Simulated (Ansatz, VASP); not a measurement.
# Two plane-wave programs on AgCl

```
Ag Cl
1.0
     1.86314   -5.55611    0.00000
     1.86314    5.55611    0.00000
     0.00000    0.00000    3.94200
Ag Cl
2 2
Direct
  0.39578 0.60422 0.75000
  0.60422 0.39578 0.25000
  0.86592 0.13408 0.25000
  0.13408 0.86592 0.75000
```

Alike in both runs: task single point; functional PBE; k mesh 8 × 8 × 6; occupations fermi-dirac, width 0.02 eV; no spin polarisation.

```csv
,VASP,Ansatz
version,VASP 6.6.1,Ansatz 0.2.0
potentials or method,"VASP PAW PBE potentials, release 64 (Ag, Cl)","plane waves, PAW"
plane-wave cutoff (eV),520,420
valence electrons in the cell,36,52
```

Ansatz gave:

- pressure (GPa): 1.7
- traceless stress, the component that is largest in VASP (GPa): -0.09
- rms of the force components (eV/Å): 0.007

Question: Estimate VASP's values.

Answer: Pressure (GPa): 1.6; traceless stress, the component that is largest in VASP (GPa): -0.12; rms of the force components (eV/Å): 0.005.

Atom by atom the forces differ by 0.002 eV/Å (rms over components). The functional is the same, so the differences come from potentials, cutoffs and numerics. VASP's potentials hold 36 valence electrons a cell and Ansatz's 52, so a difference there can come from the potentials and not from the codes.
